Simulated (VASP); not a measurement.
Set up this calculation in VASP 6.6.1, as the native input.

* Task: single point
* Functional: LDA
* Potentials or basis: VASP PAW LDA potentials, release 64 (Hf_pv, F)
* Cutoff: 520 eV
* k mesh: 9 × 9 × 1
* Occupations: gaussian, width 0.1 eV
* Spin: no spin polarisation
* Dipole correction: yes
* Further INCAR settings: ALGO = Normal; EDIFF = 1e-07; NBANDS = 26

The structure of Hf3F lies in POSCAR:

```
Hf3F
1.0
    3.0829071749      0.0000000000      0.0000000000
    0.0000000000      3.0829071749      0.0000000000
    0.0000000000      0.0000000000     21.0927836031
Hf F
3 1
Direct
    0.5000000000      0.5000000000      0.1896383178
    0.0000000000      0.0000000000      0.2867330108
    0.5000000000      0.5000000000      0.3836754672
    0.8750000000      0.8750000000      0.4756500513
```

These files were run (other wordings do the same):

INCAR

```
ALGO = Normal
DIPOL = 0.5 0.5 0.334
EDIFF = 1E-7
ENCUT = 520
GGA = CA
IDIPOL = 3
ISIF = 2
ISMEAR = 0
LASPH = True
LCHARG = True
LDIPOL = True
LELF = True
LREAL = False
LVACPOTAV = True
LVHAR = True
LWAVE = False
NBANDS = 26
NELM = 80
PREC = Accurate
SIGMA = 0.1
```

KPOINTS

```
k-points
0
Gamma
  9 9 1
```

Potentials or basis: VASP PAW LDA potentials, release 64 (Hf_pv, F).

Launch:

```bash
$ cat potpaw_LDA.64/Hf_pv/POTCAR potpaw_LDA.64/F/POTCAR > POTCAR
$ mpirun -np 1 vasp_std > vasp.out
```

It gave:

```json
{
  "Largest force": "4.165 eV/Å",
  "Band gap on the k mesh": "zero (an odd number of electrons rules out a gap without spin polarisation)"
}
```

Caveat: spin-orbit coupling is left out, which moves the levels of the heavy elements; an odd number of electrons without spin polarisation forces a metal; a magnetic or distorted state may lie lower.

Run time: 3.7 min on 1 thread of Intel(R) Xeon(R) Platinum 8488C (Sapphire Rapids) (shared host), peak memory 0.3 GiB.
